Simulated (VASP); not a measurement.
A run of VASP 6.6.1 is set up as follows.

The input POSCAR:

```
HfH2
1.0
   -1.7278139921      1.7278139921      2.1664740712
    1.7278139921     -1.7278139921      2.1664740712
    1.7278139921      1.7278139921     -2.1664740712
Hf H
1 2
Direct
    0.0000000000      0.0000000000      0.0000000000
    0.7500000000      0.2500000000      0.5000000000
    0.2500000000      0.7500000000      0.5000000000
```

File INCAR.step1:

```
PREC = Accurate
ENCUT = 520
ISMEAR = 1
SIGMA = 0.05
LREAL = F
LASPH = T
NELM = 100
NBANDS = 13
GGA = PE
ALGO = Normal
EDIFF = 1E-4
LWAVE = T
LCHARG = F
```

The input INCAR.step2:

```
PREC = Accurate
ENCUT = 520
EDIFF = 1E-6
ISMEAR = 1
SIGMA = 0.05
LREAL = F
LASPH = T
NELM = 100
ALGO = Normal
ISIF = 2
LWAVE = F
LCHARG = F
METAGGA = R2SCAN
LMIXTAU = T
NBANDS = 13
ISTART = 1
```

KPOINTS

```
regular mesh
0
Gamma
  18 18 18
```

Potentials or basis: VASP PAW PBE potentials, release 64 (Hf_pv, H).

Launch:

```bash
$ cat potpaw_PBE.64/Hf_pv/POTCAR potpaw_PBE.64/H/POTCAR > POTCAR
$ cp INCAR.step1 INCAR
$ mpirun -np 1 vasp_std > vasp.out
$ cp INCAR.step2 INCAR
$ mpirun -np 1 vasp_std > vasp.out
```

**Question.** Estimate the pressure.

**Answer.** -1.1 GPa.

**Question.** Predict the band gap on the k mesh.

**Answer.** Zero (bands 6 and 7 overlap by 0.97 eV).

Stress tensor (GPa, compression positive):
```
-0.81  0.00  0.00
 0.00 -0.81  0.00
 0.00  0.00 -1.57
```

Caveat: the PAW data sets were made with another functional, which shifts forces and pressure a little; spin-orbit coupling is left out, which moves the levels of the heavy elements.
